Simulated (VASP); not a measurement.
# CaV4Pd3O12 (Im-3) in VASP: notebook

CaV4Pd3O12 is run at these levels: PBE, r2SCAN; tasks: electric field gradients.

All numbers are computed with VASP 6.6.1; they aren't measurements. Logs are shortened: lines on timing, memory, paths and dates and some standing lists are left out, and cuts for length are marked.

## (1) The cell of the first run

The structure is cubic, space group Im-3 (No. 204). The conventional cell has a = 7.403 Å, b = 7.403 Å, c = 7.403 Å, α = 90.00°, β = 90.00°, γ = 90.00°. Ca (site symmetry m-3) has 12 O at 2.58 Å and 8 V at 3.21 Å within 3.4 Å. V (site symmetry -3) has 6 O at 1.94 Å within 2.6 Å. Within 2.8 Å of Pd (site symmetry mmm) lie 8 O at 2.05 to 2.78 Å. Within 2.8 Å of O (site symmetry m) lie 2 V at 1.94 Å and 2 Pd at 2.05 to 2.78 Å and 1 Ca at 2.58 Å and 9 O at 2.70 to 2.78 Å.

## (2) Electric field gradients, PBE, collinear spin, ferromagnetic start

File INCAR:

```
SYSTEM = CaV4Pd3O12
PREC = Accurate
ENCUT = 520
EDIFF = 1E-8
ISMEAR = -1
SIGMA = 0.05
LREAL = Auto
LASPH = .TRUE.
NELM = 150
ALGO = Normal
ISIF = 2
LWAVE = .FALSE.
LCHARG = .FALSE.
ISPIN = 2
MAGMOM = 0 1 1 1 1 0 0 0 0 0 0 0 0 0 0 0 0 0 0 0
LORBIT = 11
LMAXMIX = 4
GGA = PE
LEFG = .TRUE.
NBANDS = 102
KPAR = 4
```

File KPOINTS:

```
Automatic mesh
0
G
  7 7 7
  0 0 0
```

File POSCAR:

```
CaV4Pd3O12
1.0
   -3.7015850000      3.7015850000      3.7015850000
    3.7015850000     -3.7015850000      3.7015850000
    3.7015850000      3.7015850000     -3.7015850000
Ca V Pd O
1 4 3 12
Direct
    0.0000000000      0.0000000000      0.0000000000
    0.5000000000      0.5000000000      0.5000000000
    0.0000000000      0.0000000000      0.5000000000
    0.5000000000      0.0000000000      0.0000000000
    0.0000000000      0.5000000000      0.0000000000
    0.0000000000      0.5000000000      0.5000000000
    0.5000000000      0.0000000000      0.5000000000
    0.5000000000      0.5000000000      0.0000000000
    0.4803000000      0.1856000000      0.2947000000
    0.8909000000      0.1856000000      0.7053000000
    0.5197000000      0.8144000000      0.7053000000
    0.1091000000      0.8144000000      0.2947000000
    0.2947000000      0.4803000000      0.1856000000
    0.7053000000      0.8909000000      0.1856000000
    0.7053000000      0.5197000000      0.8144000000
    0.2947000000      0.1091000000      0.8144000000
    0.1856000000      0.2947000000      0.4803000000
    0.1856000000      0.7053000000      0.8909000000
    0.8144000000      0.7053000000      0.5197000000
    0.8144000000      0.2947000000      0.1091000000
```

Potentials or basis: VASP PAW PBE potentials, release 64 (Ca_sv, V_sv, Pd, O).

Run with:

```console
$ cat potpaw_PBE.64/Ca_sv/POTCAR potpaw_PBE.64/V_sv/POTCAR potpaw_PBE.64/Pd/POTCAR potpaw_PBE.64/O/POTCAR > POTCAR
$ mpirun -np 4 vasp_std > vasp.out
```

OUTCAR:

```text
SYSTEM = CaV4Pd3O12
   PREC = Accurate
   ENCUT = 520
   EDIFF = 1E-8
   ISMEAR = -1
   LREAL = Auto
   LASPH = .TRUE.
   NELM = 150
   ISIF = 2
   ISPIN = 2
   LORBIT = 11
   GGA = PE

 ion  position               nearest neighbor table
   1  0.000  0.000  0.000-
   2  0.500  0.500  0.500-   9 1.94  11 1.94  13 1.94  15 1.94  17 1.94  19 1.94
   3  0.000  0.000  0.500-  10 1.94  12 1.94  14 1.94  16 1.94  17 1.94  19 1.94
   4  0.500  0.000  0.000-   9 1.94  11 1.94  14 1.94  16 1.94  18 1.94  20 1.94
   5  0.000  0.500  0.000-  10 1.94  12 1.94  13 1.94  15 1.94  18 1.94  20 1.94
   6  0.000  0.500  0.500-  17 2.05  18 2.05  19 2.05  20 2.05
   7  0.500  0.000  0.500-   9 2.05  10 2.05  11 2.05  12 2.05
   8  0.500  0.500  0.000-  13 2.05  14 2.05  15 2.05  16 2.05
   9  0.480  0.186  0.295-   2 1.94   4 1.94   7 2.05
  10  0.891  0.186  0.705-   3 1.94   5 1.94   7 2.05
  11  0.520  0.814  0.705-   2 1.94   4 1.94   7 2.05
  12  0.109  0.814  0.295-   3 1.94   5 1.94   7 2.05
  13  0.295  0.480  0.186-   2 1.94   5 1.94   8 2.05
  14  0.705  0.891  0.186-   3 1.94   4 1.94   8 2.05
  15  0.705  0.520  0.814-   2 1.94   5 1.94   8 2.05
  16  0.295  0.109  0.814-   3 1.94   4 1.94   8 2.05
  17  0.186  0.295  0.480-   2 1.94   3 1.94   6 2.05
  18  0.186  0.705  0.891-   5 1.94   4 1.94   6 2.05
  19  0.814  0.705  0.520-   2 1.94   3 1.94   6 2.05
  20  0.814  0.295  0.109-   5 1.94   4 1.94   6 2.05

  LATTYP: Found a body centered cubic cell.
 ALAT       =     7.4031700000

  Lattice vectors:

 A1 = (  -3.7015850000,   3.7015850000,   3.7015850000)
 A2 = (   3.7015850000,  -3.7015850000,   3.7015850000)
 A3 = (   3.7015850000,   3.7015850000,  -3.7015850000)

Analysis of symmetry for initial positions (statically):
=====================================================================
 Subroutine PRICEL returns:
 Original cell was already a primitive cell.

 Routine SETGRP: Setting up the symmetry group for a
 body centered cubic supercell.

 Subroutine GETGRP returns: Found 24 space group operations
 (whereof 24 operations were pure point group operations)
 out of a pool of 48 trial point group operations.

The static configuration has the point symmetry T_h .

Analysis of symmetry for dynamics (positions and initial velocities):
=====================================================================
 Subroutine PRICEL returns:
 Original cell was already a primitive cell.

 Routine SETGRP: Setting up the symmetry group for a
 body centered cubic supercell.

 Subroutine GETGRP returns: Found 24 space group operations
 (whereof 24 operations were pure point group operations)
 out of a pool of 48 trial point group operations.

The dynamic configuration has the point symmetry T_h .

Analysis of structural, dynamic, and magnetic symmetry:
=====================================================================
 Subroutine PRICEL returns:
 Original cell was already a primitive cell.

 Routine SETGRP: Setting up the symmetry group for a
 body centered cubic supercell.

 Subroutine GETGRP returns: Found 24 space group operations
 (whereof 24 operations were pure point group operations)
 out of a pool of 48 trial point group operations.

The overall configuration has the point symmetry T_h .

 Subroutine INISYM returns: Found 24 space group operations
 (whereof 24 operations are pure point group operations),
 and found     1 'primitive' translations

----------------------------------------------------------------------------------------

                                     Primitive cell

  volume of cell :     202.8725

  direct lattice vectors                    reciprocal lattice vectors
    -3.701585000  3.701585000  3.701585000     0.000000000  0.135077271  0.135077271
     3.701585000 -3.701585000  3.701585000     0.135077271  0.000000000  0.135077271
     3.701585000  3.701585000 -3.701585000     0.135077271  0.135077271  0.000000000

  length of vectors
     6.411333289  6.411333289  6.411333289     0.191028109  0.191028109  0.191028109

  position of ions in fractional coordinates (direct lattice)
     0.000000000  0.000000000  0.000000000
     0.500000000  0.500000000  0.500000000
     0.000000000  0.000000000  0.500000000
     0.500000000  0.000000000  0.000000000
     0.000000000  0.500000000  0.000000000
     0.000000000  0.500000000  0.500000000
[... 12 lines left out ...]
     0.814400000  0.705300000  0.519700000
     0.814400000  0.294700000  0.109100000
[... 115 lines left out ...]
  volume/ion in A,a.u.               =      10.14        68.45
  Fermi-wavevector in a.u.,A,eV,Ry     =   1.525042  2.881911 31.643780  2.325752
  Thomas-Fermi vector in A             =   2.633266
   LORBIT       =     11    0 simple, 1 ext, 2 COOP (PROOUT), +10 PAW based schemes
   GGA     = PE    functional components
   LHFCALC =     F    Hartree Fock is set to
   AEXX    =    0.0000 exact exchange contribution
   IVDW    =     0    specifies the selected vdW correction
   LEPSILON=     F    determine dielectric tensor
   LRPA    =     F    only Hartree local field effects (RPA)
 spin polarized calculation
  energy-cutoff  :      520.00
  volume of cell :      202.87
 maximum number of plane-waves:      5486
   NGX = 23   NGY = 23   NGZ = 23

 number of electron     164.0000040 magnetization       0.0003786

 number of electron     164.0000040 magnetization      -0.0000200

 Free energy of the ion-electron system (eV)
  ---------------------------------------------------
  ext. energy  EPLUGINS =         0.00000000
  ---------------------------------------------------
  free energy    TOTEN  =      -148.94894122 eV

  energy without entropy =     -148.86011729  energy(sigma->0) =     -148.90452925

 E-fermi :   7.2842     XC(G=0): -12.2445

 val. band max:        7.2720217293   @ k =   0.2857   0.2857   0.0000
 cond. band min:       7.3141536903   @ k =  -0.4286  -0.4286   0.1429
 fundamental gap:      0.0421319609
 Fermi energy:         7.2842457322

 spin component 1

 k-point     1 :       0.0000    0.0000    0.0000
  band No.  band energies     occupation
      1     -58.4255      1.00000
      2     -58.4229      1.00000
      3     -58.4229      1.00000
      4     -58.4229      1.00000
      5     -32.4970      1.00000
      6     -32.3342      1.00000
[... 2317 lines left out ...]
     93       8.7970      0.00000
     94       8.7999      0.00000
 Fermi energy:         7.2842457322

 spin component 2

 k-point     1 :       0.0000    0.0000    0.0000
  band No.  band energies     occupation
      1     -58.4255      1.00000
      2     -58.4229      1.00000
      3     -58.4229      1.00000
      4     -58.4229      1.00000
      5     -32.4970      1.00000
      6     -32.3342      1.00000
[... 2317 lines left out ...]
     93       8.7970      0.00000
     94       8.7999      0.00000
 [bands above 94 left out]

------------------------ aborting loop because EDIFF is reached ----------------------------------------

  FORCE on cell =-STRESS in cart. coord.  units (eV):
  Direction    XX          YY          ZZ          XY          YZ          ZX
  --------------------------------------------------------------------------------------
  -------------------------------------------------------------------------------------
  Total        4.7437581      4.7437581      4.7437581      0.0000000      0.0000000     -0.0000000
  in kB       37.4636377     37.4636377     37.4636377      0.0000000      0.0000000     -0.0000000
  external PRESSURE =      37.4636377 kB  Pullay stress =       0.0000000 kB

 VOLUME and BASIS-vectors are now :
 -----------------------------------------------------------------------------
  energy-cutoff  :      520.00
  volume of cell :      202.87
      direct lattice vectors                 reciprocal lattice vectors
    -3.701585000  3.701585000  3.701585000     0.000000000  0.135077271  0.135077271
     3.701585000 -3.701585000  3.701585000     0.135077271  0.000000000  0.135077271
     3.701585000  3.701585000 -3.701585000     0.135077271  0.135077271  0.000000000

 POSITION                                       TOTAL-FORCE (eV/Angst)
 -----------------------------------------------------------------------------------
      0.00000      0.00000      0.00000        -0.000000     -0.000000     -0.000000
      1.85079      1.85079      1.85079        -0.000000     -0.000000     -0.000000
      1.85079      1.85079     -1.85079        -0.000000     -0.000000     -0.000000
     -1.85079      1.85079      1.85079        -0.000000     -0.000000     -0.000000
      1.85079     -1.85079      1.85079        -0.000000     -0.000000     -0.000000
      3.70159      0.00000      0.00000        -0.000000     -0.000000     -0.000000
[... 12 lines left out ...]
      1.51987      2.32756      3.70158         0.250784     -0.033609     -0.000000
     -1.51987      2.32756      3.70159        -0.250784     -0.033609     -0.000000
 -----------------------------------------------------------------------------------
    total drift:                                0.000000      0.000000     -0.000000

  FREE ENERGIE OF THE ION-ELECTRON SYSTEM (eV)
  ---------------------------------------------------
  free  energy   TOTEN  =      -148.9489412165 eV

  energy  without entropy=     -148.8601172868  energy(sigma->0) =     -148.90452925

 Electric field gradients (V/A^2)
---------------------------------------------------------------------
 ion       V_xx      V_yy      V_zz      V_xy      V_xz      V_yz
---------------------------------------------------------------------
   1       0.000    -0.000    -0.000     0.000     0.000     0.000
   2       0.000    -0.000    -0.000    -0.252    -0.252    -0.252
   3      -0.000    -0.000     0.000    -0.252     0.253     0.253
   4       0.000    -0.000    -0.000     0.253     0.253    -0.252
   5      -0.000     0.000    -0.000     0.253    -0.252     0.253
   6      76.828    46.631  -123.458     0.000     0.001     0.001
[... 12 lines left out ...]
  19       3.439    -5.294     1.855   -45.393    -0.002    -0.003
  20       3.439    -5.293     1.854    45.389    -0.001    -0.001
---------------------------------------------------------------------

 Electric field gradients after diagonalization (V/A^2)
 (convention: |V_zz| > |V_xx| > |V_yy|)
----------------------------------------------------------------------
 ion       V_xx      V_yy      V_zz     asymmetry (V_yy - V_xx)/ V_zz
----------------------------------------------------------------------
   1      -0.000    -0.000     0.001       0.000
   2       0.252     0.252    -0.504       0.000
   3       0.253     0.252    -0.505       0.001
   4       0.253     0.252    -0.505       0.001
   5       0.253     0.252    -0.505       0.001
   6      76.828    46.631  -123.458       0.245
[... 12 lines left out ...]
  19      44.675     1.855   -46.530       0.920
  20      44.672     1.854   -46.526       0.920
----------------------------------------------------------------------

           NMR quadrupolar parameters

 Cq : quadrupolar parameter    Cq=e*Q*V_zz/h
 eta: asymmetry parameters     (V_yy - V_xx)/ V_zz
 Q  : nuclear electric quadrupole moment in mb (millibarn)
----------------------------------------------------------------------
 ion       Cq(MHz)       eta       Q (mb)
----------------------------------------------------------------------
   1       0.000       0.000       1.000
   2      -0.001       0.000       1.000
   3      -0.001       0.001       1.000
   4      -0.001       0.001       1.000
   5      -0.001       0.001       1.000
   6      -0.299       0.245       1.000
[... 12 lines left out ...]
  19      -0.113       0.920       1.000
  20      -0.112       0.920       1.000
----------------------------------------------------------------------

 total charge

# of ion       s       p       d       tot
------------------------------------------
    1        2.021   5.863   0.258   8.142
    2        2.276   6.322   2.891  11.489
    3        2.276   6.322   2.891  11.489
    4        2.276   6.322   2.891  11.489
    5        2.276   6.322   2.891  11.489
    6        0.427   0.498   8.504   9.430
[... 12 lines left out ...]
   19        1.569   3.450   0.000   5.019
   20        1.569   3.450   0.000   5.019
--------------------------------------------------
tot         31.237  74.045  37.333 142.615

 magnetization (x)

# of ion       s       p       d       tot
------------------------------------------
    1        0.000   0.000  -0.000  -0.000
    2        0.000   0.000  -0.000  -0.000
    3        0.000   0.000  -0.000  -0.000
    4        0.000   0.000  -0.000  -0.000
    5        0.000   0.000  -0.000  -0.000
    6        0.000   0.000  -0.000  -0.000
[... 12 lines left out ...]
   19       -0.000  -0.000   0.000  -0.000
   20       -0.000  -0.000   0.000  -0.000
--------------------------------------------------
tot         -0.000  -0.000  -0.000  -0.000
```

It took 9.9 min on 4 MPI ranks of Intel Xeon Platinum 8559C (Emerald Rapids), shared host; peak memory 0.81 GiB.

Results:

```
Free energy                                           : -148.9489 eV
Pressure                                              : 3.7 GPa
Largest force                                         : 0.253 eV/Å
Band gap on the k mesh                                : zero (filled and empty bands overlap)
Net moment                                            : 0.00 μB per cell
Largest electric field gradient by atom               : Ca +0.0; V -0.5; Pd -123.5; O -46.5 V/Å²
Valence electrons inside the program's atomic spheres : Ca 8.14; V 11.49; Pd 9.43; O 5.02
```

Forces on the atoms (eV/Å):
```
Ca   0.000  0.000  0.000
V    0.000  0.000  0.000
V    0.000  0.000  0.000
V    0.000  0.000  0.000
V    0.000  0.000  0.000
Pd   0.000  0.000  0.000
Pd   0.000  0.000  0.000
Pd   0.000  0.000  0.000
O    0.000 -0.251  0.034
O    0.000  0.251  0.034
O    0.000  0.251 -0.034
O    0.000 -0.251 -0.034
O    0.034  0.000 -0.251
O    0.034  0.000  0.251
O   -0.034  0.000  0.251
O   -0.034  0.000 -0.251
O   -0.251  0.034  0.000
O    0.251  0.034  0.000
O    0.251 -0.034  0.000
O   -0.251 -0.034  0.000
```

Electric field gradients, principal values (V/Å²):
```csv
atom,least,middle,greatest (by size)
1 Ca,0.000,0.000,0.001
2 V,0.252,0.252,-0.504
3 V,0.252,0.253,-0.505
4 V,0.252,0.253,-0.505
5 V,0.252,0.253,-0.505
6 Pd,46.631,76.828,-123.458
7 Pd,46.631,76.828,-123.458
8 Pd,46.631,76.828,-123.458
9 O,1.855,44.675,-46.530
10 O,1.854,44.672,-46.526
11 O,1.855,44.675,-46.530
12 O,1.854,44.672,-46.526
13 O,1.855,44.675,-46.530
14 O,1.854,44.672,-46.526
15 O,1.855,44.675,-46.530
16 O,1.854,44.672,-46.526
17 O,1.855,44.675,-46.530
18 O,1.854,44.672,-46.526
19 O,1.855,44.675,-46.530
20 O,1.854,44.672,-46.526
```

Caveat: the cell stands under pressure; the moments typed at the start vanished in this run; without QUAD_EFG the Cq values of the log hold for a quadrupole moment of 1 mb, not for the nuclei; semilocal functionals often make such compounds metallic where correlation or magnetic order opens a gap, which also shifts bond lengths. With open d or f shells a metallic result of PBE can be an artefact of self-interaction; +U or a hybrid may open a gap.

(Continued in part 2 of 2.)

The gap in the log of VASP goes by the Fermi energy; the results here count the filled bands.